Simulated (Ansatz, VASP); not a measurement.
## One calculation of GaP, two programs

```xyz
2
Lattice="0.0000 2.6889 2.6889 2.6889 0.0000 2.6889 2.6889 2.6889 0.0000" Properties=species:S:1:pos:R:3 pbc="T T T"
Ga    0.0000    0.0000    0.0000
P     1.3444    1.3444    1.3444
```

Alike in both runs: functional r2SCAN; k mesh 10 × 10 × 10; occupations fermi-dirac, width 0.02 eV; no spin polarisation.

Ansatz relaxed the structure, and its values are those at the end. VASP's run is a single point on that final structure, the one shown.

|  | VASP | Ansatz |
| --- | --- | --- |
| version | VASP 6.6.1 | Ansatz 0.2.0 |
| potentials or method | VASP PAW PBE potentials, release 64 (Ga_d, P), cutoff 520 eV | PAW plane waves |
| valence electrons in the cell | 18 | 18 |

```csv
,VASP,Ansatz,Ansatz less VASP
gap on the k mesh at the Fermi level (eV),1.80,1.79,-0.005
pressure (GPa),3.9,3.9,+0.06
```

VASP's potentials were made for PBE, not for r2SCAN. The functional is the same, so the differences come from potentials, cutoffs and numerics. Ansatz's warnings: stress scf threshold loose.
